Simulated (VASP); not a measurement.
In: single point with PBE

In:

```
CELL_PARAMETERS angstrom
-1.69535 1.69535 1.69535
1.69535 -1.69535 1.69535
1.69535 1.69535 -1.69535
ATOMIC_POSITIONS crystal
In 0.00000 0.00000 0.00000
```

This cell differs from its parent crystal: volume scaled by 0.7.

```json
{
 "Program": "VASP 6.6.1",
 "Task": "single point",
 "Functional": "PBE",
 "Potentials or basis": "VASP PAW PBE potentials, release 64 (In_d)",
 "Cutoff": "520 eV",
 "k mesh": "16 × 16 × 16",
 "Occupations": "fermi-dirac, width 0.1 eV",
 "Spin": "no spin polarisation"
}
```

```json
{
  "Pressure": "30.7 GPa"
}
```

Levels at points of the mesh, in eV from the Fermi level:
```tsv
k point	band 2	band 3	band 4	band 5	band 6	band 7	band 8	band 9	band 10	band 11
(0.00, 0.00, 0.00)	-15.33	-15.33	-14.76	-14.76	-11.99	13.66	13.66	13.66	14.77	14.77
(0.50, 0.00, 0.00)	-15.54	-14.79	-14.75	-14.40	-4.69	-3.97	7.34	8.18	11.88	12.73
(0.50, 0.50, 0.50)	-15.65	-14.49	-14.49	-14.49	1.12	1.12	1.12	3.45	5.85	5.85
```

It took 35 s on 1 thread of Intel Xeon 8259CL, with other jobs on the host, peak memory 0.16 GiB.

Caveat: spin-orbit coupling is left out, which moves the levels of the heavy elements.
